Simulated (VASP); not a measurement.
# GaCo (Pm-3m) in VASP: further runs, part 3 of 3

VASP 6.6.1. The steps go on from the part before.

## Step 5: Single point, r2SCAN, collinear spin, ferromagnetic start

This run uses another cell than the first one, of 11.30 Å³/atom, 1.098 times its volume.

File POSCAR:

```
GaCo
1.0
    2.8274146209      0.0000000000      0.0000000000
    0.0000000000      2.8274146209      0.0000000000
    0.0000000000      0.0000000000      2.8274146209
Ga Co
1 1
Direct
    0.5000000000      0.5000000000      0.5000000000
    0.0000000000      0.0000000000      0.0000000000
```

File INCAR.step1:

```
PREC = Accurate
ENCUT = 520
ISMEAR = -1
SIGMA = 0.05
LREAL = False
LASPH = True
NELM = 150
ISPIN = 2
MAGMOM = 0 2
LMAXMIX = 4
NBANDS = 22
GGA = PE
ALGO = Normal
EDIFF = 1E-4
LWAVE = True
LCHARG = False
```

File INCAR.step2:

```
PREC = Accurate
ENCUT = 520
EDIFF = 1E-7
ISMEAR = -1
SIGMA = 0.05
LREAL = False
LASPH = True
NELM = 150
ALGO = Normal
ISIF = 2
LWAVE = False
LCHARG = False
ISPIN = 2
MAGMOM = 0 2
LORBIT = 11
LMAXMIX = 4
METAGGA = R2SCAN
LMIXTAU = True
NBANDS = 22
ISTART = 1
```

File KPOINTS:

```
Automatic mesh
0
Gamma
  9 9 9
```

Potentials or basis: VASP PAW PBE potentials, release 64 (Ga_d, Co).

Started as:

```console
$ cat potpaw_PBE.64/Ga_d/POTCAR potpaw_PBE.64/Co/POTCAR > POTCAR
$ cp INCAR.step1 INCAR
$ mpirun -np 1 vasp_std > vasp.out
$ cp INCAR.step2 INCAR
$ mpirun -np 1 vasp_std > vasp.out
```

OUTCAR:

```text
PREC = Accurate
   ENCUT = 520
   EDIFF = 1E-7
   ISMEAR = -1
   LREAL = False
   LASPH = True
   NELM = 150
   ISIF = 2
   ISPIN = 2
   LORBIT = 11
   METAGGA = R2SCAN
   ISTART = 1

 ion  position               nearest neighbor table
   1  0.500  0.500  0.500-   2 2.45   2 2.45   2 2.45   2 2.45   2 2.45   2 2.45   2 2.45   2 2.45

   2  0.000  0.000  0.000-   1 2.45   1 2.45   1 2.45   1 2.45   1 2.45   1 2.45   1 2.45   1 2.45

  LATTYP: Found a simple cubic cell.
 ALAT       =     2.8274146209

  Lattice vectors:

 A1 = (   2.8274146209,   0.0000000000,   0.0000000000)
 A2 = (   0.0000000000,   2.8274146209,   0.0000000000)
 A3 = (   0.0000000000,   0.0000000000,   2.8274146209)

Analysis of symmetry for initial positions (statically):
=====================================================================
 Subroutine PRICEL returns:
 Original cell was already a primitive cell.

 Routine SETGRP: Setting up the symmetry group for a
 simple cubic supercell.

 Subroutine GETGRP returns: Found 48 space group operations
 (whereof 48 operations were pure point group operations)
 out of a pool of 48 trial point group operations.

The static configuration has the point symmetry O_h .

Analysis of symmetry for dynamics (positions and initial velocities):
=====================================================================
 Subroutine PRICEL returns:
 Original cell was already a primitive cell.

 Routine SETGRP: Setting up the symmetry group for a
 simple cubic supercell.

 Subroutine GETGRP returns: Found 48 space group operations
 (whereof 48 operations were pure point group operations)
 out of a pool of 48 trial point group operations.

The dynamic configuration has the point symmetry O_h .

Analysis of structural, dynamic, and magnetic symmetry:
=====================================================================
 Subroutine PRICEL returns:
 Original cell was already a primitive cell.

 Routine SETGRP: Setting up the symmetry group for a
 simple cubic supercell.

 Subroutine GETGRP returns: Found 48 space group operations
 (whereof 48 operations were pure point group operations)
 out of a pool of 48 trial point group operations.

The overall configuration has the point symmetry O_h .

 Subroutine INISYM returns: Found 48 space group operations
 (whereof 48 operations are pure point group operations),
 and found     1 'primitive' translations

----------------------------------------------------------------------------------------

                                     Primitive cell

  volume of cell :      22.6031

  direct lattice vectors                    reciprocal lattice vectors
     2.827414621  0.000000000  0.000000000     0.353679999  0.000000000  0.000000000
     0.000000000  2.827414621  0.000000000     0.000000000  0.353679999  0.000000000
     0.000000000  0.000000000  2.827414621     0.000000000  0.000000000  0.353679999

  length of vectors
     2.827414621  2.827414621  2.827414621     0.353679999  0.353679999  0.353679999

  position of ions in fractional coordinates (direct lattice)
     0.500000000  0.500000000  0.500000000
     0.000000000  0.000000000  0.000000000
[... 68 lines left out ...]
   PREC   = accura    normal or accurate (medium, high low for compatibility)
   ISTART =      1    job   : 0-new  1-cont  2-samecut
   ICHARG =      0    charge: 1-file 2-atom 10-const
   ISPIN  =      2    spin polarized calculation?
   LNONCOLLINEAR =      F non collinear calculations
   LSORBIT =      F    spin-orbit coupling
   LASPH  =      T    aspherical Exc in radial PAW
   ENCUT  =  520.0 eV  38.22 Ry    6.18 a.u.   5.26  5.26  5.26*2*pi/ulx,y,z
   NELM   =    150;   NELMIN=  2; NELMDL=  0     # of ELM steps
   EDIFF  = 0.1E-06   stopping-criterion for ELM
   LREAL  =      F    real-space projection
   EDIFFG = 0.1E-05   stopping-criterion for IOM
   NSW    =      0    number of steps for IOM
   IBRION =     -1    ionic relax: 0-MD 1-quasi-New 2-CG
   NFREE  =      0    steps in history (QN), initial steepest desc. (CG)
   ISIF   =      2    stress and relaxation
   ISYM   =      2    0-nonsym 1-usesym 2-fastsym
   POTIM  = 0.5000    time-step for ionic-motion
   TEBEG  =    0.0;   TEEND  =   0.0 temperature during run
   PSTRESS=    0.0 pullay stress
   NELECT =      22.0000    total number of electrons
   NUPDOWN=      -1.0000    fix difference up-down
   EMIN   =  10.00;   EMAX   =-10.00  energy-range for DOS
   EFERMI =   0.00;   METHOD = LEGACY
   ISMEAR =    -1;   SIGMA  =   0.05  broadening in eV -4-tet -1-fermi 0-gaus
   EFERMI_NEDOS =   21; number of points for ismear=-14 and -15
   IALGO  =     38    algorithm
   IMIX   =      4    mixing-type and parameters
     AMIX     =   0.40;   BMIX     =  1.00
     AMIX_MAG =   1.60;   BMIX_MAG =  1.00
  volume/ion in A,a.u.               =      11.30        76.27
  Fermi-wavevector in a.u.,A,eV,Ry     =   1.622406  3.065903 35.813274  2.632201
  Thomas-Fermi vector in A             =   2.716024
   LORBIT       =     11    0 simple, 1 ext, 2 COOP (PROOUT), +10 PAW based schemes
   METAGGA = R2SCAN    functional components
   LHFCALC =     F    Hartree Fock is set to
   AEXX    =    0.0000 exact exchange contribution
   IVDW    =     0    specifies the selected vdW correction
   LEPSILON=     F    determine dielectric tensor
   LRPA    =     F    only Hartree local field effects (RPA)
 spin polarized calculation
  energy-cutoff  :      520.00
  volume of cell :       22.60
 maximum number of plane-waves:       621
 NGX is ok and might be reduce to    24
   NGX = 11   NGY = 11   NGZ = 11

 number of electron      21.9999993 magnetization       0.0000130

 number of electron      21.9999993 magnetization      -0.0000182

 Free energy of the ion-electron system (eV)
  ---------------------------------------------------
  ext. energy  EPLUGINS =         0.00000000
  ---------------------------------------------------
  free energy    TOTEN  =       -25.04665085 eV

  energy without entropy =      -25.03966689  energy(sigma->0) =      -25.04315887

 E-fermi :  10.4053     XC(G=0): -14.9235

 val. band max:       10.3505905086   @ k =   0.4444   0.4444   0.1111
 cond. band min:      10.4825537834   @ k =   0.4444   0.3333   0.0000
 fundamental gap:      0.1319632747
 Fermi energy:        10.4052848226

 spin component 1

 k-point     1 :       0.0000    0.0000    0.0000
  band No.  band energies     occupation
      1      -5.4213      1.00000
      2      -5.4213      1.00000
      3      -4.9974      1.00000
      4      -4.9974      1.00000
      5      -4.9974      1.00000
      6      -2.7470      1.00000
[... 589 lines left out ...]
     21      35.9144      0.00000
     22      37.6842      0.00000

 [... further k-points ...]

 spin component 2

 k-point     1 :       0.0000    0.0000    0.0000
  band No.  band energies     occupation
      1      -5.4213      1.00000
      2      -5.4213      1.00000
      3      -4.9974      1.00000
      4      -4.9974      1.00000
      5      -4.9974      1.00000
      6      -2.7470      1.00000
[... 589 lines left out ...]
     21      35.9144      0.00000
     22      37.6842      0.00000

 [... further k-points ...]

------------------------ aborting loop because EDIFF is reached ----------------------------------------

  FORCE on cell =-STRESS in cart. coord.  units (eV):
  Direction    XX          YY          ZZ          XY          YZ          ZX
  --------------------------------------------------------------------------------------
  -------------------------------------------------------------------------------------
  Total        0.5503006      0.5503006      0.5503006     -0.0000000     -0.0000000     -0.0000000
  in kB       39.0069573     39.0069573     39.0069573     -0.0000000     -0.0000000     -0.0000000
  external PRESSURE =      39.0069573 kB  Pullay stress =       0.0000000 kB

 VOLUME and BASIS-vectors are now :
 -----------------------------------------------------------------------------
  energy-cutoff  :      520.00
  volume of cell :       22.60
      direct lattice vectors                 reciprocal lattice vectors
     2.827414621  0.000000000  0.000000000     0.353679999  0.000000000  0.000000000
     0.000000000  2.827414621  0.000000000     0.000000000  0.353679999  0.000000000
     0.000000000  0.000000000  2.827414621     0.000000000  0.000000000  0.353679999

 POSITION                                       TOTAL-FORCE (eV/Angst)
 -----------------------------------------------------------------------------------
      1.41371      1.41371      1.41371         0.000000      0.000000      0.000000
      0.00000      0.00000      0.00000         0.000000      0.000000      0.000000
 -----------------------------------------------------------------------------------
    total drift:                                0.000000      0.000000     -0.000000

  FREE ENERGIE OF THE ION-ELECTRON SYSTEM (eV)
  ---------------------------------------------------
  free  energy   TOTEN  =       -25.0466508529 eV

  energy  without entropy=      -25.0396668878  energy(sigma->0) =      -25.04315887

 total charge

# of ion       s       p       d       tot
------------------------------------------
    1        0.826   0.935  10.081  11.842
    2        0.423   0.530   7.545   8.498
--------------------------------------------------
tot          1.248   1.465  17.626  20.340

 magnetization (x)

# of ion       s       p       d       tot
------------------------------------------
    1       -0.000   0.000   0.000   0.000
    2       -0.000   0.000  -0.000  -0.000
--------------------------------------------------
tot         -0.000   0.000  -0.000  -0.000
```

Run time: 98 s. Hardware: 1 thread of Intel Xeon Platinum 8375C at 2.90GHz (Ice Lake), shared host; peak memory 0.18 GiB.

What came out:

```yaml
Free_energy: -25.0467 eV
Pressure: 3.9 GPa
Band_gap_on_the_k_mesh: zero (filled and empty bands overlap)
Net_moment: 0.00 μB per cell
Valence_electrons_inside_the_program's_atomic_spheres: Ga 11.84; Co 8.50
```

Levels at points of the mesh, in eV from the Fermi level:
Spin up:
```tsv
k point	band 8	band 9	band 10	band 11	band 12	band 13	band 14	band 15
(0.00, 0.00, 0.00)	-2.83	-0.96	-0.96	-0.96	5.69	5.69	5.69	11.65
```
Spin down:
```csv
k point,band 9,band 10,band 11,band 12,band 13,band 14
"(0.00, 0.00, 0.00)",-0.96,-0.96,-0.96,5.69,5.69,5.69
```

Caveat: the starting moments collapsed, and a magnetic state may lie lower; the PAW data sets were made with another functional, which shifts forces and pressure a little.
